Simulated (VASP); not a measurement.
# SiC (base) (F-43m) in VASP: further runs

The runs below take SiC (base) through single point, relaxation of cell and atoms, with PBEsol.

Everything below comes from runs of VASP 6.6.1. Logs are shortened: lines on timing, memory, paths and dates and some standing lists are left out, and cuts for length are marked.

## 1. The cell of the first run

It takes space group F-43m (No. 216, cubic). Conventional cell: a = 4.357 Å, b = 4.357 Å, c = 4.357 Å, α = 90.00°, β = 90.00°, γ = 90.00°. Within 2.5 Å of C (site symmetry -43m) lie 4 Si at 1.89 Å. Within 2.5 Å of Si (site symmetry -43m) lie 4 C at 1.89 Å.

## 2. Single point, PBEsol

The input, INCAR:

```
SYSTEM = SiC
  ALGO = Normal
  EDIFF = 1E-6
  ENCUT = 600
  GGA = PS
  GGA_COMPAT = .FALSE.
  ISIF = 2
  ISMEAR = 0
  LASPH = .TRUE.
  LCHARG = .TRUE.
  LELF = .TRUE.
  LREAL = .FALSE.
  LVHAR = .TRUE.
  LWAVE = .FALSE.
  NBANDS = 11
  NELM = 120
  PREC = Accurate
  SIGMA = 0.02
```

The input, KPOINTS:

```
k-points
0
G
  10 10 10
  0 0 0
```

The input, POSCAR:

```
SiC
1.0
    0.0000000000      2.1784246729      2.1784246729
    2.1784246729      0.0000000000      2.1784246729
    2.1784246729      2.1784246729      0.0000000000
C Si
1 1
Direct
    0.7500000000      0.7500000000      0.7500000000
    0.5000000000      0.5000000000      0.5000000000
```

Potentials or basis: VASP PAW PBE potentials, release 64 (C, Si).

On the command line:

```sh
$ cat potpaw_PBE.64/C/POTCAR potpaw_PBE.64/Si/POTCAR > POTCAR
$ mpirun -np 1 vasp_std > vasp.out
```

OUTCAR:

```text
SYSTEM = SiC
   EDIFF = 1E-6
   ENCUT = 600
   GGA = PS
   ISIF = 2
   ISMEAR = 0
   LASPH = .TRUE.
   LREAL = .FALSE.
   NELM = 120
   PREC = Accurate

 ion  position               nearest neighbor table
   1  0.750  0.750  0.750-   2 1.89   2 1.89   2 1.89   2 1.89
   2  0.500  0.500  0.500-   1 1.89   1 1.89   1 1.89   1 1.89

  LATTYP: Found a face centered cubic cell.
 ALAT       =     4.3568493458

  Lattice vectors:

 A1 = (   0.0000000000,   2.1784246729,   2.1784246729)
 A2 = (   2.1784246729,   0.0000000000,   2.1784246729)
 A3 = (   2.1784246729,   2.1784246729,   0.0000000000)

Analysis of symmetry for initial positions (statically):
=====================================================================
 Subroutine PRICEL returns:
 Original cell was already a primitive cell.

 Routine SETGRP: Setting up the symmetry group for a
 face centered cubic supercell.

 Subroutine GETGRP returns: Found 24 space group operations
 (whereof 24 operations were pure point group operations)
 out of a pool of 48 trial point group operations.

The static configuration has the point symmetry T_d .

Analysis of symmetry for dynamics (positions and initial velocities):
=====================================================================
 Subroutine PRICEL returns:
 Original cell was already a primitive cell.

 Routine SETGRP: Setting up the symmetry group for a
 face centered cubic supercell.

 Subroutine GETGRP returns: Found 24 space group operations
 (whereof 24 operations were pure point group operations)
 out of a pool of 48 trial point group operations.

The dynamic configuration has the point symmetry T_d .

 Subroutine INISYM returns: Found 24 space group operations
 (whereof 24 operations are pure point group operations),
 and found     1 'primitive' translations

----------------------------------------------------------------------------------------

                                     Primitive cell

  volume of cell :      20.6756

  direct lattice vectors                    reciprocal lattice vectors
     0.000000000  2.178424673  2.178424673    -0.229523658  0.229523658  0.229523658
     2.178424673  0.000000000  2.178424673     0.229523658 -0.229523658  0.229523658
     2.178424673  2.178424673  0.000000000     0.229523658  0.229523658 -0.229523658

  length of vectors
     3.080757717  3.080757717  3.080757717     0.397546638  0.397546638  0.397546638

  position of ions in fractional coordinates (direct lattice)
     0.750000000  0.750000000  0.750000000
     0.500000000  0.500000000  0.500000000

  ion indices of the primitive-cell ions
   primitive index   ion index
                 1           1
[... 79 lines left out ...]
   ISIF   =      2    stress and relaxation
   ISYM   =      2    0-nonsym 1-usesym 2-fastsym
   POTIM  = 0.5000    time-step for ionic-motion
   TEBEG  =    0.0;   TEEND  =   0.0 temperature during run
   PSTRESS=    0.0 pullay stress
   NELECT =       8.0000    total number of electrons
   NUPDOWN=      -1.0000    fix difference up-down
   EMIN   =  10.00;   EMAX   =-10.00  energy-range for DOS
   EFERMI =   0.00;   METHOD = LEGACY
   ISMEAR =     0;   SIGMA  =   0.02  broadening in eV -4-tet -1-fermi 0-gaus
   EFERMI_NEDOS =   21; number of points for ismear=-14 and -15
   IALGO  =     38    algorithm
   IMIX   =      4    mixing-type and parameters
     AMIX     =   0.40;   BMIX     =  1.00
     AMIX_MAG =   1.60;   BMIX_MAG =  1.00
  volume/ion in A,a.u.               =      10.34        69.76
  Fermi-wavevector in a.u.,A,eV,Ry     =   1.192941  2.254332 19.362561  1.423108
  Thomas-Fermi vector in A             =   2.328967
   LORBIT       =      0    0 simple, 1 ext, 2 COOP (PROOUT), +10 PAW based schemes
   GGA     = PS    functional components
   LHFCALC =     F    Hartree Fock is set to
   AEXX    =    0.0000 exact exchange contribution
   IVDW    =     0    specifies the selected vdW correction
   LEPSILON=     F    determine dielectric tensor
   LRPA    =     F    only Hartree local field effects (RPA)
 non-spin polarized calculation
 Gauss-broadening in eV      SIGMA  =   0.02
  energy-cutoff  :      600.00
  volume of cell :       20.68
 maximum number of plane-waves:       701
 NGX is ok and might be reduce to    28
   NGX = 13   NGY = 13   NGZ = 13

 number of electron       8.0000000 magnetization

 Free energy of the ion-electron system (eV)
  ---------------------------------------------------
  ext. energy  EPLUGINS =         0.00000000
  ---------------------------------------------------
  free energy    TOTEN  =       -15.91608844 eV

  energy without entropy =      -15.91608844  energy(sigma->0) =      -15.91608844

 E-fermi :   8.1948     XC(G=0): -11.5083

 val. band max:        8.0648171118   @ k =   0.0000   0.0000   0.0000
 cond. band min:       9.2982953701   @ k =   0.5000   0.5000   0.0000
 fundamental gap:      1.2334782583
 Fermi energy:         8.1948325461

 k-point     1 :       0.0000    0.0000    0.0000
  band No.  band energies     occupation
      1      -7.3655      2.00000
      2       8.0648      2.00000
      3       8.0648      2.00000
      4       8.0648      2.00000
      5      14.2608      0.00000
      6      15.3134      0.00000
      7      15.3134      0.00000
      8      15.3134      0.00000
      9      22.5265      0.00000
     10      22.5265      0.00000
     11      24.3400      0.00000
[... 309 lines left out ...]
 k-point    24 :       0.4000    0.3000    0.0000
  band No.  band energies     occupation
      1      -4.2037      2.00000
      2       2.4778      2.00000
      3       4.8793      2.00000
      4       5.4174      2.00000
      5      10.8222      0.00000
      6      13.5803      0.00000
      7      19.6264      0.00000
      8      19.9351      0.00000
      9      21.7511      0.00000
     10      26.0864      0.00000
     11      29.2457      0.00000

 [... further k-points ...]
[... 5 lines left out ...]
  --------------------------------------------------------------------------------------
  -------------------------------------------------------------------------------------
  Total        0.0282417      0.0282417      0.0282417      0.0000000      0.0000000      0.0000000
  in kB        2.1884853      2.1884853      2.1884853      0.0000000      0.0000000      0.0000000
  external PRESSURE =       2.1884853 kB  Pullay stress =       0.0000000 kB

 VOLUME and BASIS-vectors are now :
 -----------------------------------------------------------------------------
  energy-cutoff  :      600.00
  volume of cell :       20.68
      direct lattice vectors                 reciprocal lattice vectors
     0.000000000  2.178424673  2.178424673    -0.229523658  0.229523658  0.229523658
     2.178424673  0.000000000  2.178424673     0.229523658 -0.229523658  0.229523658
     2.178424673  2.178424673  0.000000000     0.229523658  0.229523658 -0.229523658

 POSITION                                       TOTAL-FORCE (eV/Angst)
 -----------------------------------------------------------------------------------
      3.26764      3.26764      3.26764         0.000000      0.000000      0.000000
      2.17842      2.17842      2.17842        -0.000000     -0.000000     -0.000000
 -----------------------------------------------------------------------------------
    total drift:                               -0.000000     -0.000000     -0.000000

  FREE ENERGIE OF THE ION-ELECTRON SYSTEM (eV)
  ---------------------------------------------------
  free  energy   TOTEN  =       -15.9160884441 eV

  energy  without entropy=      -15.9160884441  energy(sigma->0) =      -15.91608844
```

stdout:

```text
POSCAR found type information on POSCAR C Si
 POSCAR found :  2 types and       2 ions
 scaLAPACK will be used
 -----------------------------------------------------------------------------
|                                                                             |
|                                                                             |
|     You enforced a specific xc type in the INCAR file but a different       |
|     I HOPE YOU KNOW WHAT YOU ARE DOING!                                     |
|                                                                             |
 -----------------------------------------------------------------------------

 LDA part: xc-table for (Slater+PW92), standard interpolation
 POSCAR, INCAR and KPOINTS ok, starting setup
 FFT: planning ... GRIDC
 FFT: planning ... GRID_SOFT
 FFT: planning ... GRID
 WAVECAR not read
 entering main loop
```

Run time: 17 s. Hardware: 1 thread of Intel Xeon 8259CL, shared host; peak memory 0.15 GiB.

What came out:

```yaml
Free_energy: -15.9161 eV
Pressure: 0.2 GPa
Band_gap_on_the_k_mesh: 1.23 eV, indirect (least direct gap 4.44 eV)
```

Caveat: the PAW data sets were made with another functional, which shifts forces and pressure a little. As with any semilocal functional, this PBEsol gap is likely too small.

## 3. Single point, PBEsol

The input, INCAR:

```
ALGO = Normal
EDIFF = 1E-6
ENCUT = 600
GGA = PS
GGA_COMPAT = False
ISIF = 2
ISMEAR = 0
LASPH = True
LCHARG = False
LREAL = False
LWAVE = False
NBANDS = 11
NELM = 120
PREC = Accurate
SIGMA = 0.02
```

The input, KPOINTS:

```
k-points
0
Gamma
  10 10 10
```

POSCAR is that of step 2.

Potentials or basis: VASP PAW PBE potentials, release 64 (C, Si).

On the command line:

```sh
$ cat potpaw_PBE.64/C/POTCAR potpaw_PBE.64/Si/POTCAR > POTCAR
$ mpirun -np 1 vasp_std > vasp.out
```

OUTCAR:

```text
EDIFF = 1E-6
   ENCUT = 600
   GGA = PS
   ISIF = 2
   ISMEAR = 0
   LASPH = True
   LREAL = False
   NELM = 120
   PREC = Accurate

 ion  position               nearest neighbor table
   1  0.750  0.750  0.750-   2 1.89   2 1.89   2 1.89   2 1.89
   2  0.500  0.500  0.500-   1 1.89   1 1.89   1 1.89   1 1.89

  LATTYP: Found a face centered cubic cell.
 ALAT       =     4.3568493458

  Lattice vectors:

 A1 = (   0.0000000000,   2.1784246729,   2.1784246729)
 A2 = (   2.1784246729,   0.0000000000,   2.1784246729)
 A3 = (   2.1784246729,   2.1784246729,   0.0000000000)

Analysis of symmetry for initial positions (statically):
=====================================================================
 Subroutine PRICEL returns:
 Original cell was already a primitive cell.

 Routine SETGRP: Setting up the symmetry group for a
 face centered cubic supercell.

 Subroutine GETGRP returns: Found 24 space group operations
 (whereof 24 operations were pure point group operations)
 out of a pool of 48 trial point group operations.

The static configuration has the point symmetry T_d .

Analysis of symmetry for dynamics (positions and initial velocities):
=====================================================================
 Subroutine PRICEL returns:
 Original cell was already a primitive cell.

 Routine SETGRP: Setting up the symmetry group for a
 face centered cubic supercell.

 Subroutine GETGRP returns: Found 24 space group operations
 (whereof 24 operations were pure point group operations)
 out of a pool of 48 trial point group operations.

The dynamic configuration has the point symmetry T_d .

 Subroutine INISYM returns: Found 24 space group operations
 (whereof 24 operations are pure point group operations),
 and found     1 'primitive' translations

----------------------------------------------------------------------------------------

                                     Primitive cell

  volume of cell :      20.6756

  direct lattice vectors                    reciprocal lattice vectors
     0.000000000  2.178424673  2.178424673    -0.229523658  0.229523658  0.229523658
     2.178424673  0.000000000  2.178424673     0.229523658 -0.229523658  0.229523658
     2.178424673  2.178424673  0.000000000     0.229523658  0.229523658 -0.229523658

  length of vectors
     3.080757717  3.080757717  3.080757717     0.397546638  0.397546638  0.397546638

  position of ions in fractional coordinates (direct lattice)
     0.750000000  0.750000000  0.750000000
     0.500000000  0.500000000  0.500000000

  ion indices of the primitive-cell ions
   primitive index   ion index
                 1           1
                 2           2

----------------------------------------------------------------------------------------

 KPOINTS: k-points

Automatic generation of k-mesh.
 Grid dimensions read from file:
 generate k-points for:   10   10   10

 Generating k-lattice:

  Cartesian coordinates                     Fractional coordinates (reciprocal lattice)
    -0.022952366  0.022952366  0.022952366     0.100000000  0.000000000  0.000000000
     0.022952366 -0.022952366  0.022952366     0.000000000  0.100000000  0.000000000
     0.022952366  0.022952366 -0.022952366     0.000000000  0.000000000  0.100000000

  Length of vectors
     0.039754664  0.039754664  0.039754664

  Shift w.r.t. Gamma in fractional coordinates (k-lattice)
     0.000000000  0.000000000  0.000000000

 Subroutine IBZKPT returns following result:
 ===========================================

 Found     47 irreducible k-points:

 Following reciprocal coordinates:
            Coordinates               Weight
  0.000000  0.000000  0.000000      1.000000
  0.100000  0.000000  0.000000      8.000000
  0.200000  0.000000  0.000000      8.000000
  0.300000  0.000000  0.000000      8.000000
  0.400000  0.000000  0.000000      8.000000
  0.500000  0.000000  0.000000      4.000000
[... 16 lines left out ...]
  0.300000  0.300000  0.000000      6.000000
  0.400000  0.300000  0.000000     24.000000
 [... further k-points ...]
   k-points           NKPTS =     47   k-points in BZ     NKDIM =     47   number of bands    NBANDS=     11
   number of dos      NEDOS =    301   number of ions     NIONS =      2
   total plane-waves  NPLWV =  21952
   dimension x,y,z NGX =    28 NGY =   28 NGZ =   28
   dimension x,y,z NGXF=    56 NGYF=   56 NGZF=   56
   ions per type =               1   1
   NGX,Y,Z   is equivalent  to a cutoff of  15.11, 15.11, 15.11 a.u.
   NGXF,Y,Z  is equivalent  to a cutoff of  30.22, 30.22, 30.22 a.u.
 SYSTEM =  unknown system
   PREC   = accura    normal or accurate (medium, high low for compatibility)
   ISTART =      0    job   : 0-new  1-cont  2-samecut
   ICHARG =      2    charge: 1-file 2-atom 10-const
   ISPIN  =      1    spin polarized calculation?
   LNONCOLLINEAR =      F non collinear calculations
   LSORBIT =      F    spin-orbit coupling
   LASPH  =      T    aspherical Exc in radial PAW
   ENCUT  =  600.0 eV  44.10 Ry    6.64 a.u.   6.15  6.15  6.15*2*pi/ulx,y,z
   NELM   =    120;   NELMIN=  2; NELMDL= -5     # of ELM steps
   EDIFF  = 0.1E-05   stopping-criterion for ELM
   LREAL  =      F    real-space projection
   EDIFFG = 0.1E-04   stopping-criterion for IOM
   NSW    =      0    number of steps for IOM
   IBRION =     -1    ionic relax: 0-MD 1-quasi-New 2-CG
   NFREE  =      0    steps in history (QN), initial steepest desc. (CG)
   ISIF   =      2    stress and relaxation
   ISYM   =      2    0-nonsym 1-usesym 2-fastsym
   POTIM  = 0.5000    time-step for ionic-motion
   TEBEG  =    0.0;   TEEND  =   0.0 temperature during run
   PSTRESS=    0.0 pullay stress
   NELECT =       8.0000    total number of electrons
   NUPDOWN=      -1.0000    fix difference up-down
   EMIN   =  10.00;   EMAX   =-10.00  energy-range for DOS
   EFERMI =   0.00;   METHOD = LEGACY
   ISMEAR =     0;   SIGMA  =   0.02  broadening in eV -4-tet -1-fermi 0-gaus
   EFERMI_NEDOS =   21; number of points for ismear=-14 and -15
   IALGO  =     38    algorithm
   IMIX   =      4    mixing-type and parameters
     AMIX     =   0.40;   BMIX     =  1.00
     AMIX_MAG =   1.60;   BMIX_MAG =  1.00
  volume/ion in A,a.u.               =      10.34        69.76
  Fermi-wavevector in a.u.,A,eV,Ry     =   1.192941  2.254332 19.362561  1.423108
  Thomas-Fermi vector in A             =   2.328967
   LORBIT       =      0    0 simple, 1 ext, 2 COOP (PROOUT), +10 PAW based schemes
   GGA     = PS    functional components
   LHFCALC =     F    Hartree Fock is set to
   AEXX    =    0.0000 exact exchange contribution
   IVDW    =     0    specifies the selected vdW correction
   LEPSILON=     F    determine dielectric tensor
   LRPA    =     F    only Hartree local field effects (RPA)
 non-spin polarized calculation
 Gauss-broadening in eV      SIGMA  =   0.02
  energy-cutoff  :      600.00
  volume of cell :       20.68
 maximum number of plane-waves:       701
 NGX is ok and might be reduce to    28
   NGX = 13   NGY = 13   NGZ = 13

 number of electron       8.0000000 magnetization

 Free energy of the ion-electron system (eV)
  ---------------------------------------------------
  ext. energy  EPLUGINS =         0.00000000
  ---------------------------------------------------
  free energy    TOTEN  =       -15.91608844 eV

  energy without entropy =      -15.91608844  energy(sigma->0) =      -15.91608844

 E-fermi :   8.1948     XC(G=0): -11.5083

 val. band max:        8.0648171118   @ k =   0.0000   0.0000   0.0000
 cond. band min:       9.2982953701   @ k =   0.5000   0.5000   0.0000
 fundamental gap:      1.2334782583
 Fermi energy:         8.1948325461

 k-point     1 :       0.0000    0.0000    0.0000
  band No.  band energies     occupation
      1      -7.3655      2.00000
      2       8.0648      2.00000
      3       8.0648      2.00000
      4       8.0648      2.00000
      5      14.2608      0.00000
      6      15.3134      0.00000
      7      15.3134      0.00000
      8      15.3134      0.00000
      9      22.5265      0.00000
     10      22.5265      0.00000
     11      24.3400      0.00000
[... 309 lines left out ...]
 k-point    24 :       0.4000    0.3000    0.0000
  band No.  band energies     occupation
      1      -4.2037      2.00000
      2       2.4778      2.00000
      3       4.8793      2.00000
      4       5.4174      2.00000
      5      10.8222      0.00000
      6      13.5803      0.00000
      7      19.6264      0.00000
      8      19.9351      0.00000
      9      21.7511      0.00000
     10      26.0864      0.00000
     11      29.2457      0.00000

 [... further k-points ...]
[... 5 lines left out ...]
  --------------------------------------------------------------------------------------
  -------------------------------------------------------------------------------------
  Total        0.0282417      0.0282417      0.0282417      0.0000000      0.0000000      0.0000000
  in kB        2.1884853      2.1884853      2.1884853      0.0000000      0.0000000      0.0000000
  external PRESSURE =       2.1884853 kB  Pullay stress =       0.0000000 kB

 VOLUME and BASIS-vectors are now :
 -----------------------------------------------------------------------------
  energy-cutoff  :      600.00
  volume of cell :       20.68
      direct lattice vectors                 reciprocal lattice vectors
     0.000000000  2.178424673  2.178424673    -0.229523658  0.229523658  0.229523658
     2.178424673  0.000000000  2.178424673     0.229523658 -0.229523658  0.229523658
     2.178424673  2.178424673  0.000000000     0.229523658  0.229523658 -0.229523658

 POSITION                                       TOTAL-FORCE (eV/Angst)
 -----------------------------------------------------------------------------------
      3.26764      3.26764      3.26764         0.000000      0.000000      0.000000
      2.17842      2.17842      2.17842        -0.000000     -0.000000     -0.000000
 -----------------------------------------------------------------------------------
    total drift:                               -0.000000     -0.000000     -0.000000

  FREE ENERGIE OF THE ION-ELECTRON SYSTEM (eV)
  ---------------------------------------------------
  free  energy   TOTEN  =       -15.9160884441 eV

  energy  without entropy=      -15.9160884441  energy(sigma->0) =      -15.91608844
```

It took 19 s on 1 thread of Intel Xeon 8259CL, shared host; peak memory 0.15 GiB.

What came out:

```yaml
Free_energy: -15.9161 eV
Pressure: 0.2 GPa
Band_gap_on_the_k_mesh: 1.23 eV, indirect (least direct gap 4.44 eV)
```

Levels at points of the mesh, in eV from the valence-band top:
```tsv
k point	band 1	band 2	band 3	band 4	band 5	band 6	band 7	band 8	band 9
(0.00, 0.00, 0.00)	-15.43	0.00	0.00	0.00	6.20	7.25	7.25	7.25	14.46
(0.50, 0.00, 0.00)	-11.82	-8.60	-1.06	-1.06	5.38	7.14	7.14	9.92	16.02
(0.50, 0.50, 0.00)	-10.36	-7.84	-3.21	-3.21	1.23	4.20	13.96	13.96	14.69
```

Caveat: the PAW data sets were made with another functional, which shifts forces and pressure a little.

(Part 1 of 2 ends here.)
